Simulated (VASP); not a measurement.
Write the native input for VASP 6.6.1 that does the following.

```yaml
Task: single point
Functional: LDA
Potentials_or_basis: VASP PAW LDA potentials, release 64 (Al, Cu)
Cutoff: 520 eV
k_mesh: 12 × 12 × 12
Occupations: gaussian, width 0.1 eV
Spin: no spin polarisation
Dipole_correction: no
Further_INCAR_settings: ALGO = Normal; EDIFF = 1e-06; NBANDS = 26
```

The structure of AlCu3 lies in POSCAR:

```
AlCu3
1.0
    0.0000000000      2.9271909377      2.9271909377
    2.9271909377      0.0000000000      2.9271909377
    2.9271909377      2.9271909377      0.0000000000
Al Cu
1 3
Direct
    0.0000000000      0.0000000000      0.0000000000
    0.5000000000      0.5000000000      0.5000000000
    0.2500000000      0.2500000000      0.2500000000
    0.7500000000      0.7500000000      0.7500000000
```

These files were run (other wordings do the same):

INCAR

```
SYSTEM = AlCu3
PREC = Accurate
ENCUT = 520
EDIFF = 1E-6
ISMEAR = 0
SIGMA = 0.1
LREAL = .FALSE.
LASPH = .TRUE.
NELM = 80
ALGO = Normal
ISIF = 2
LWAVE = .FALSE.
LCHARG = .TRUE.
LELF = .TRUE.
LVHAR = .TRUE.
NBANDS = 26
```

KPOINTS

```
Automatic mesh
0
G
  12 12 12
  0 0 0
```

Potentials or basis: VASP PAW LDA potentials, release 64 (Al, Cu).

Run with:

```console
$ cat potpaw_LDA.64/Al/POTCAR potpaw_LDA.64/Cu/POTCAR > POTCAR
$ mpirun -np 1 vasp_std > vasp.out
```

Results of the run:

| Property | Result |
| --- | --- |
| Pressure | -10.5 GPa |
| Band gap on the k mesh | zero (band 18 reaches 11.68 eV, above the bottom of band 19 at 5.96 eV) |

Wall time 46 s on 1 thread of Intel(R) Xeon(R) Platinum 8488C (Sapphire Rapids), on a shared host, peak memory 0.2 GiB.
